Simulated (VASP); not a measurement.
**WS2: single point with PBE+D3(BJ)**

The system is WS2.

```
W S
1.0
     1.59440    0.92053    5.45977
    -1.59440    0.92053    5.45977
     0.00000   -1.84105    5.45977
W S
1 2
Direct
  0.99934 0.99934 0.99934
  0.75278 0.75278 0.75278
  0.57917 0.57917 0.57917
```

```
Program                : VASP 6.6.1
Task                   : single point
Functional             : PBE
Dispersion             : D3(BJ)
Potentials or basis    : VASP PAW PBE potentials, release 64 (W_sv, S)
Cutoff                 : 520 eV
k mesh                 : 12 × 12 × 12
Occupations            : gaussian, width 0.05 eV
Spin                   : no spin polarisation
Dipole correction      : no
Further INCAR settings : ALGO = Normal; EDIFF = 1e-07; NBANDS = 20
```

| Property | Result |
| --- | --- |
| Pressure | 17.9 GPa |
| Largest force | 3.019 eV/Å |
| Band gap on the k mesh | zero (bands 13 and 14 overlap by 0.38 eV) |
| Dispersion energy per atom | -0.477 eV |

Forces on the atoms (eV/Å):
```
W    0.000  0.000  0.002
S    0.000  0.000  3.017
S    0.000  0.000 -3.019
```

Stress tensor (GPa, compression positive):
```
10.19  0.00  0.00
 0.00 10.19  0.00
 0.00  0.00 33.24
```

Levels at points of the mesh, in eV from the Fermi level:
| k point | band 9 | band 10 | band 11 | band 12 | band 13 | band 14 | band 15 | band 16 | band 17 | band 18 |
| --- | --- | --- | --- | --- | --- | --- | --- | --- | --- | --- |
| (0.00, 0.00, 0.00) | -5.00 | -3.55 | -3.55 | -1.08 | -0.67 | 1.54 | 1.54 | 2.50 | 2.50 | 3.87 |
| (0.50, 0.00, 0.00) | -5.94 | -5.39 | -2.83 | -2.52 | -2.16 | 1.51 | 1.95 | 3.25 | 3.64 | 4.49 |
| (0.50, 0.50, 0.00) | -5.64 | -5.18 | -3.42 | -3.25 | -2.12 | 1.37 | 1.97 | 2.89 | 4.73 | 4.99 |
| (0.50, 0.50, 0.50) | -5.05 | -4.18 | -3.46 | -3.46 | 0.40 | 1.76 | 1.76 | 2.12 | 2.12 | 3.93 |

Run time: 15 min on 1 thread of Intel Xeon 8259CL, with other jobs on the host, peak memory 0.44 GiB.

Caveat: the cell stands under pressure; spin-orbit coupling is left out, which moves the levels of the heavy elements; forces of over 1 eV/Å act on the atoms, so gaps and moduli don't describe the material at rest.
